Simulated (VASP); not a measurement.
# AlNi3 (Fm-3m) in VASP: further runs, part 2 of 2

VASP 6.6.1. Earlier steps stand in the parts before.

## Step 4: Single point, PBEsol (10.30 Å³/atom)

This run uses another cell than the first one, of 10.30 Å³/atom.

The input, INCAR:

```
SYSTEM = AlNi3
  PREC = Accurate
  ENCUT = 520
  EDIFF = 1E-6
  ISMEAR = 0
  SIGMA = 0.1
  LREAL = .False.
  LASPH = .True.
  NELM = 100
  ALGO = Fast
  ISIF = 2
  LWAVE = .False.
  LCHARG = .False.
  GGA = PS
  NBANDS = 24
```

The input, KPOINTS:

```
regular mesh
0
Gamma
  14 14 14
  0 0 0
```

The input, POSCAR:

```
AlNi3
1.0
    0.0000000000      2.7412814722      2.7412814722
    2.7412814722      0.0000000000      2.7412814722
    2.7412814722      2.7412814722      0.0000000000
Al Ni
1 3
Direct
    0.5000000000      0.5000000000      0.5000000000
    0.2500000000      0.2500000000      0.2500000000
    0.0000000000      0.0000000000      0.0000000000
    0.7500000000      0.7500000000      0.7500000000
```

Potentials or basis: VASP PAW PBE potentials, release 64 (Al, Ni).

The run is started by

```console
cat potpaw_PBE.64/Al/POTCAR potpaw_PBE.64/Ni/POTCAR > POTCAR
mpirun -np 1 vasp_std > vasp.out
```

OUTCAR:

```text
SYSTEM = AlNi3
   PREC = Accurate
   ENCUT = 520
   EDIFF = 1E-6
   ISMEAR = 0
   LREAL = .False.
   LASPH = .True.
   NELM = 100
   ISIF = 2
   GGA = PS

 ion  position               nearest neighbor table
   1  0.500  0.500  0.500-   2 2.37   2 2.37   2 2.37   2 2.37   4 2.37   4 2.37   4 2.37   4 2.37
                             3 2.74   3 2.74   3 2.74   3 2.74   3 2.74   3 2.74
   2  0.250  0.250  0.250-   3 2.37   3 2.37   3 2.37   1 2.37   3 2.37   1 2.37   1 2.37   1 2.37
                             4 2.74   4 2.74   4 2.74   4 2.74   4 2.74   4 2.74
   3  0.000  0.000  0.000-   4 2.37   4 2.37   4 2.37   2 2.37   4 2.37   2 2.37   2 2.37   2 2.37
                             1 2.74   1 2.74   1 2.74   1 2.74   1 2.74   1 2.74
   4  0.750  0.750  0.750-   1 2.37   1 2.37   1 2.37   1 2.37   3 2.37   3 2.37   3 2.37   3 2.37
                             2 2.74   2 2.74   2 2.74   2 2.74   2 2.74   2 2.74

  LATTYP: Found a face centered cubic cell.
 ALAT       =     5.4825629444

  Lattice vectors:

 A1 = (   0.0000000000,   2.7412814722,   2.7412814722)
 A2 = (   2.7412814722,   0.0000000000,   2.7412814722)
 A3 = (   2.7412814722,   2.7412814722,   0.0000000000)

Analysis of symmetry for initial positions (statically):
=====================================================================
 Subroutine PRICEL returns:
 Original cell was already a primitive cell.

 Routine SETGRP: Setting up the symmetry group for a
 face centered cubic supercell.

 Subroutine GETGRP returns: Found 48 space group operations
 (whereof 48 operations were pure point group operations)
 out of a pool of 48 trial point group operations.

The static configuration has the point symmetry O_h .

Analysis of symmetry for dynamics (positions and initial velocities):
=====================================================================
 Subroutine PRICEL returns:
 Original cell was already a primitive cell.

 Routine SETGRP: Setting up the symmetry group for a
 face centered cubic supercell.

 Subroutine GETGRP returns: Found 48 space group operations
 (whereof 48 operations were pure point group operations)
 out of a pool of 48 trial point group operations.

The dynamic configuration has the point symmetry O_h .

 Subroutine INISYM returns: Found 48 space group operations
 (whereof 48 operations are pure point group operations),
 and found     1 'primitive' translations

----------------------------------------------------------------------------------------

                                     Primitive cell

  volume of cell :      41.1994

  direct lattice vectors                    reciprocal lattice vectors
     0.000000000  2.741281472  2.741281472    -0.182396447  0.182396447  0.182396447
     2.741281472  0.000000000  2.741281472     0.182396447 -0.182396447  0.182396447
     2.741281472  2.741281472  0.000000000     0.182396447  0.182396447 -0.182396447

  length of vectors
     3.876757436  3.876757436  3.876757436     0.315919913  0.315919913  0.315919913

  position of ions in fractional coordinates (direct lattice)
     0.500000000  0.500000000  0.500000000
     0.250000000  0.250000000  0.250000000
     0.000000000  0.000000000  0.000000000
     0.750000000  0.750000000  0.750000000

  ion indices of the primitive-cell ions
   primitive index   ion index
                 1           1
                 2           2
                 3           3
                 4           4

[... 25 lines left out ...]

 Following reciprocal coordinates:
            Coordinates               Weight
  0.000000  0.000000  0.000000      1.000000
  0.071429  0.000000  0.000000      8.000000
  0.142857  0.000000  0.000000      8.000000
  0.214286  0.000000  0.000000      8.000000
  0.285714  0.000000  0.000000      8.000000
  0.357143  0.000000  0.000000      8.000000
[... 16 lines left out ...]
  0.214286  0.142857  0.000000     24.000000
  0.285714  0.142857  0.000000     24.000000
 [... further k-points ...]
   k-points           NKPTS =    104   k-points in BZ     NKDIM =    104   number of bands    NBANDS=     24
   number of dos      NEDOS =    301   number of ions     NIONS =      4
   total plane-waves  NPLWV =  27000
   dimension x,y,z NGX =    30 NGY =   30 NGZ =   30
   dimension x,y,z NGXF=    60 NGYF=   60 NGZF=   60
   ions per type =               1   3
   NGX,Y,Z   is equivalent  to a cutoff of  12.86, 12.86, 12.86 a.u.
   NGXF,Y,Z  is equivalent  to a cutoff of  25.73, 25.73, 25.73 a.u.
 SYSTEM =  AlNi3
   PREC   = accura    normal or accurate (medium, high low for compatibility)
   ISTART =      0    job   : 0-new  1-cont  2-samecut
   ICHARG =      2    charge: 1-file 2-atom 10-const
   ISPIN  =      1    spin polarized calculation?
   LNONCOLLINEAR =      F non collinear calculations
   LSORBIT =      F    spin-orbit coupling
   LASPH  =      T    aspherical Exc in radial PAW
   ENCUT  =  520.0 eV  38.22 Ry    6.18 a.u.   7.21  7.21  7.21*2*pi/ulx,y,z
   NELM   =    100;   NELMIN=  2; NELMDL= -5     # of ELM steps
   EDIFF  = 0.1E-05   stopping-criterion for ELM
   LREAL  =      F    real-space projection
[... 7 lines left out ...]
   TEBEG  =    0.0;   TEEND  =   0.0 temperature during run
   PSTRESS=    0.0 pullay stress
   NELECT =      33.0000    total number of electrons
   NUPDOWN=      -1.0000    fix difference up-down
   EMIN   =  10.00;   EMAX   =-10.00  energy-range for DOS
   EFERMI =   0.00;   METHOD = LEGACY
   ISMEAR =     0;   SIGMA  =   0.10  broadening in eV -4-tet -1-fermi 0-gaus
   EFERMI_NEDOS =   21; number of points for ismear=-14 and -15
   IALGO  =     68    algorithm
   IMIX   =      4    mixing-type and parameters
     AMIX     =   0.40;   BMIX     =  1.00
     AMIX_MAG =   1.60;   BMIX_MAG =  1.00
  volume/ion in A,a.u.               =      10.30        69.51
  Fermi-wavevector in a.u.,A,eV,Ry     =   1.520370  2.873082 31.450190  2.311524
  Thomas-Fermi vector in A             =   2.629229
   LORBIT       =      0    0 simple, 1 ext, 2 COOP (PROOUT), +10 PAW based schemes
   GGA     = PS    functional components
   LHFCALC =     F    Hartree Fock is set to
   AEXX    =    0.0000 exact exchange contribution
   IVDW    =     0    specifies the selected vdW correction
   LEPSILON=     F    determine dielectric tensor
   LRPA    =     F    only Hartree local field effects (RPA)
 non-spin polarized calculation
 RMM-DIIS sequential band-by-band and
 Gauss-broadening in eV      SIGMA  =   0.10
  energy-cutoff  :      520.00
  volume of cell :       41.20
 maximum number of plane-waves:      1129
 NGX is ok and might be reduce to    30
   NGX = 15   NGY = 15   NGZ = 15

 number of electron      32.9999998 magnetization

 Free energy of the ion-electron system (eV)
  ---------------------------------------------------
  ext. energy  EPLUGINS =         0.00000000
  ---------------------------------------------------
  free energy    TOTEN  =       -23.96525717 eV

  energy without entropy =      -23.95344360  energy(sigma->0) =      -23.95935039

 E-fermi :  10.7552     XC(G=0): -13.3248

 val. band max:       10.7366325068   @ k =  -0.4286   0.5000   0.0714
 cond. band min:      10.7556716577   @ k =  -0.3571   0.5000   0.1429
 fundamental gap:      0.0190391509
 Fermi energy:        10.7551570326

 k-point     1 :       0.0000    0.0000    0.0000
  band No.  band energies     occupation
      1       0.0668      2.00000
      2       6.7656      2.00000
      3       6.7656      2.00000
      4       6.9520      2.00000
      5       6.9520      2.00000
      6       6.9520      2.00000
[... 637 lines left out ...]
     23      18.8417      0.00000
     24      21.0305      0.00000

 [... further k-points ...]

------------------------ aborting loop because EDIFF is reached ----------------------------------------

  FORCE on cell =-STRESS in cart. coord.  units (eV):
  Direction    XX          YY          ZZ          XY          YZ          ZX
  --------------------------------------------------------------------------------------
  -------------------------------------------------------------------------------------
  Total        3.6701906      3.6701906      3.6701906      0.0000000     -0.0000000     -0.0000000
  in kB      142.7277152    142.7277152    142.7277152      0.0000000     -0.0000000     -0.0000000
  external PRESSURE =     142.7277152 kB  Pullay stress =       0.0000000 kB

 VOLUME and BASIS-vectors are now :
 -----------------------------------------------------------------------------
  energy-cutoff  :      520.00
  volume of cell :       41.20
      direct lattice vectors                 reciprocal lattice vectors
     0.000000000  2.741281472  2.741281472    -0.182396447  0.182396447  0.182396447
     2.741281472  0.000000000  2.741281472     0.182396447 -0.182396447  0.182396447
     2.741281472  2.741281472  0.000000000     0.182396447  0.182396447 -0.182396447

 POSITION                                       TOTAL-FORCE (eV/Angst)
 -----------------------------------------------------------------------------------
      2.74128      2.74128      2.74128         0.000000     -0.000000      0.000000
      1.37064      1.37064      1.37064        -0.000000     -0.000000     -0.000000
      0.00000      0.00000      0.00000         0.000000     -0.000000      0.000000
      4.11192      4.11192      4.11192         0.000000      0.000000      0.000000
 -----------------------------------------------------------------------------------
    total drift:                                0.000000     -0.000000      0.000000

  FREE ENERGIE OF THE ION-ELECTRON SYSTEM (eV)
  ---------------------------------------------------
  free  energy   TOTEN  =       -23.9652571729 eV

  energy  without entropy=      -23.9534435973  energy(sigma->0) =      -23.95935039
```

OSZICAR:

```text
N       E                     dE             d eps       ncg     rms          rms(c)
DAV:   1     0.184565667373E+03    0.18457E+03   -0.14282E+04  5128   0.179E+03
DAV:   2    -0.190696913173E+02   -0.20364E+03   -0.19154E+03  5000   0.322E+02
DAV:   3    -0.278910753239E+02   -0.88214E+01   -0.84496E+01  6072   0.922E+01
DAV:   4    -0.280244192568E+02   -0.13334E+00   -0.13328E+00  5968   0.998E+00
DAV:   5    -0.280286032500E+02   -0.41840E-02   -0.41839E-02  6440   0.163E+00    0.205E+01
RMM:   6    -0.270662389664E+02    0.96236E+00   -0.37223E+01  5468   0.721E+01    0.163E+01
RMM:   7    -0.241373052235E+02    0.29289E+01   -0.99639E+00  5108   0.398E+01    0.551E+00
RMM:   8    -0.243526656975E+02   -0.21536E+00   -0.68272E-01  5422   0.908E+00    0.707E+00
RMM:   9    -0.239813953196E+02    0.37127E+00   -0.27508E-01  5403   0.608E+00    0.876E-01
RMM:  10    -0.239661405576E+02    0.15255E-01   -0.34000E-02  5371   0.158E+00    0.421E-01
RMM:  11    -0.239650826534E+02    0.10579E-02   -0.86303E-03  6161   0.882E-01    0.189E-01
RMM:  12    -0.239653181896E+02   -0.23554E-03   -0.22458E-03  5795   0.489E-01    0.128E-01
RMM:  13    -0.239652312910E+02    0.86899E-04   -0.93463E-04  6233   0.279E-01    0.363E-02
RMM:  14    -0.239652535645E+02   -0.22274E-04   -0.30304E-04  6641   0.122E-01    0.175E-02
RMM:  15    -0.239652568733E+02   -0.33087E-05   -0.49007E-05  6725   0.413E-02    0.726E-03
RMM:  16    -0.239652571729E+02   -0.29962E-06   -0.52705E-06  4306   0.171E-02
   1 F= -.23965257E+02 E0= -.23959350E+02  d E =-.118136E-01
```

Run time: 72 s. Hardware: 1 thread of Intel Xeon 6975P-C (Granite Rapids), shared host; peak memory 0.22 GiB.

Results:

```
Free energy            : -23.9653 eV
Pressure               : 14.3 GPa
Band gap on the k mesh : zero (an odd number of electrons rules out a gap without spin polarisation)
```

Levels at points of the mesh, in eV from the Fermi level:
```tsv
k point	band 14	band 15	band 16	band 17	band 18	band 19
(0.00, 0.00, 0.00)	-0.61	-0.57	-0.57	5.65	5.65	5.65
(0.50, 0.00, 0.00)	-0.71	-0.52	-0.52	-0.15	4.48	4.48
(0.50, 0.50, 0.00)	-0.82	-0.65	-0.39	-0.39	-0.38	-0.03
```

Caveat: the cell stands under pressure; the PAW data sets were made with another functional, which shifts forces and pressure a little. Spin polarisation is off, so any magnetic state and its effect on volume and gap are missing.

## Step 5: Single point, PBEsol (10.63 Å³/atom)

This run uses another cell than the first one, of 10.63 Å³/atom.

The input, INCAR:

```
  ALGO = Normal
  EDIFF = 1E-6
  ENCUT = 520
  GGA = PS
  ISIF = 2
  ISMEAR = 0
  LASPH = True
  LCHARG = False
  LREAL = False
  LWAVE = False
  NBANDS = 24
  NELM = 100
  PREC = Accurate
  SIGMA = 0.1
```

The input, KPOINTS:

```
k-points
0
Gamma
  14 14 14
```

The input, POSCAR:

```
AlNi3
1.0
    0.0000000000      2.7701391873      2.7701391873
    2.7701391873      0.0000000000      2.7701391873
    2.7701391873      2.7701391873      0.0000000000
Al Ni
1 3
Direct
    0.5000000000      0.5000000000      0.5000000000
    0.2500000000      0.2500000000      0.2500000000
    0.0000000000      0.0000000000      0.0000000000
    0.7500000000      0.7500000000      0.7500000000
```

The run is started by

```console
cat potpaw_PBE.64/Al/POTCAR potpaw_PBE.64/Ni/POTCAR > POTCAR
mpirun -np 1 vasp_std > vasp.out
```

Wall time 62 s (1 thread of Intel Xeon 6975P-C (Granite Rapids), shared host); peak memory 0.23 GiB.

Results (log left out):

```yaml
Free_energy: -24.0502 eV
Pressure: 6.6 GPa
Band_gap_on_the_k_mesh: zero (an odd number of electrons rules out a gap without spin polarisation)
```

Levels at points of the mesh, in eV from the Fermi level:
```tsv
k point	band 14	band 15	band 16	band 17	band 18	band 19
(0.00, 0.00, 0.00)	-0.59	-0.54	-0.54	5.55	5.55	5.55
(0.50, 0.00, 0.00)	-0.68	-0.50	-0.50	-0.15	4.41	4.41
(0.50, 0.50, 0.00)	-0.79	-0.62	-0.37	-0.37	-0.37	-0.03
```

Caveat: the cell stands under pressure; the PAW data sets were made with another functional, which shifts forces and pressure a little.

## Step 6: Single point, PBEsol

This run uses another cell than the first one, of 10.96 Å³/atom.

Edit INCAR of step 5 so:

```diff
@@ -11,3 +11,3 @@
   NBANDS = 24
-  NELM = 100
+  NELM = 60
   PREC = Accurate
```

KPOINTS is that of step 5.

The input, POSCAR:

```
AlNi3
1.0
    0.0000000000      2.7984078661      2.7984078661
    2.7984078661      0.0000000000      2.7984078661
    2.7984078661      2.7984078661      0.0000000000
Al Ni
1 3
Direct
    0.5000000000      0.5000000000      0.5000000000
    0.2500000000      0.2500000000      0.2500000000
    0.0000000000      0.0000000000      0.0000000000
    0.7500000000      0.7500000000      0.7500000000
```

Potentials or basis: VASP PAW PBE potentials, release 64 (Al, Ni).

The run is started by

```console
cat potpaw_PBE.64/Al/POTCAR potpaw_PBE.64/Ni/POTCAR > POTCAR
mpirun -np 1 vasp_std > vasp.out
```

Run time: 61 s. Hardware: 1 thread of Intel Xeon 6975P-C (Granite Rapids), shared host; peak memory 0.24 GiB.

The run converged. Its results:

```
Free energy            : -24.0768 eV
Pressure               : 0.1 GPa
Band gap on the k mesh : zero (an odd number of electrons rules out a gap without spin polarisation)
```

Levels at points of the mesh, in eV from the Fermi level:
```tsv
k point	band 12	band 13	band 14	band 15	band 16	band 17	band 18	band 19	band 20	band 21
(0.00, 0.00, 0.00)	-0.91	-0.56	-0.56	-0.52	-0.52	5.46	5.46	5.46	5.95	5.95
(0.50, 0.00, 0.00)	-1.74	-0.65	-0.65	-0.48	-0.48	-0.15	4.33	4.33	4.82	4.82
(0.50, 0.50, 0.00)	-1.20	-1.06	-0.75	-0.60	-0.36	-0.35	-0.35	-0.04	4.28	4.71
```

Caveat: the PAW data sets were made with another functional, which shifts forces and pressure a little.

## Step 7: Summary

```tsv
cell	gap on the mesh (eV)	pressure (GPa)
a = 3.792 Å, angles 60.0°, 4 atoms	none	34.1
a = 3.835 Å, angles 60.0°, 4 atoms	none	23.4
a = 3.877 Å, angles 60.0°, 4 atoms	none	14.3
a = 3.918 Å, angles 60.0°, 4 atoms	none	6.6
a = 3.958 Å, angles 60.0°, 4 atoms	none	0.1
```

Alike in all rows: task single point; level PBEsol; potentials or basis VASP PAW PBE potentials, release 64 (Al, Ni); no spin polarisation; k mesh 14 × 14 × 14; cutoff (eV) 520; smearing gaussian 0.1 eV.

Caveats: the PAW data sets were made with another functional, which shifts forces and pressure a little; the cell stands under pressure (at least some runs).

Absolute energies hang on the potentials; compare differences alone.
